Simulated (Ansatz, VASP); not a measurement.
This is a calculation of GaN for Ansatz 0.2.0.

File input.yaml:

```yaml
crystal:
  lattice:
    - [0.0, 2.2535006075, 2.2535006075]
    - [2.2535006075, 0.0, 2.2535006075]
    - [2.2535006075, 2.2535006075, 0.0]
  atoms:
    - { symbol: Ga, position: [0.0, 0.0, 0.0] }
    - { symbol: "N", position: [0.25, 0.25, 0.25] }
kpoints:
  mp_grid: { grid: [10, 10, 10] }
scf:
  occupations: { method: gaussian, width: 0.023 }
hamiltonian:
  xc: pbe
  pseudopotentials: { kind: all_electron, lapw: { basis_error: 0.001 } }
output:
  forces: true
  stress: true
  eigenvalues: true
```

Potentials or basis: all-electron LAPW, scalar-relativistic.

Run with:

```bash
$ ansatz run input.yaml --threads 1 --pin off --max-ram 3072MiB --backend cpu --events-out ev --progress --plain --runs-dir out
```

Task: Set up the same calculation for VASP 6.6.1. Potentials there: VASP PAW PBE potentials, release 64 (Ga_d, N).

Result: As run (the cutoff follows the program's own potentials):

The input INCAR:

```
SYSTEM = GaN
PREC     = Accurate       ! precision mode
ENCUT    = 520            ! plane-wave cutoff, eV
EDIFF    = 1E-6           ! SCF threshold, eV
ISMEAR   = 0              ! smearing method
SIGMA    = 0.023          ! smearing width, eV
LREAL    = .FALSE.        ! projectors in reciprocal space
LASPH    = .TRUE.         ! aspherical terms in the spheres
NELM     = 100            ! most SCF steps
ALGO     = Normal         ! electronic algorithm
ISIF     = 2              ! what is computed and relaxed
LWAVE    = .FALSE.        ! write WAVECAR
LCHARG   = .TRUE.         ! write CHGCAR
GGA      = PE             ! functional
LELF     = .TRUE.         ! ELF
LVHAR    = .TRUE.       
NBANDS   = 16             ! bands
```

Contents of KPOINTS:

```
Automatic mesh
0
G
  10 10 10
  0 0 0
```

The input POSCAR:

```
GaN
1.0
    0.0000000000      2.2535006075      2.2535006075
    2.2535006075      0.0000000000      2.2535006075
    2.2535006075      2.2535006075      0.0000000000
Ga N
1 1
Direct
    0.0000000000      0.0000000000      0.0000000000
    0.2500000000      0.2500000000      0.2500000000
```

Potentials or basis: VASP PAW PBE potentials, release 64 (Ga_d, N).

Run with:

```console
$ cat potpaw_PBE.64/Ga_d/POTCAR potpaw_PBE.64/N/POTCAR > POTCAR
$ mpirun -np 1 vasp_std > vasp.out
```

Both were run:

|  | VASP | Ansatz | Ansatz less VASP |
| --- | --- | --- | --- |
| gap on the k mesh at the Fermi level (eV) | 1.72 | 1.73 | +0.010 |
| least direct gap on the mesh (eV) | 1.72 | 1.73 | +0.010 |
| pressure (GPa) | 5.1 | 4.9 | -0.16 |

Ansatz ran all-electron here, and VASP with PAW potentials.
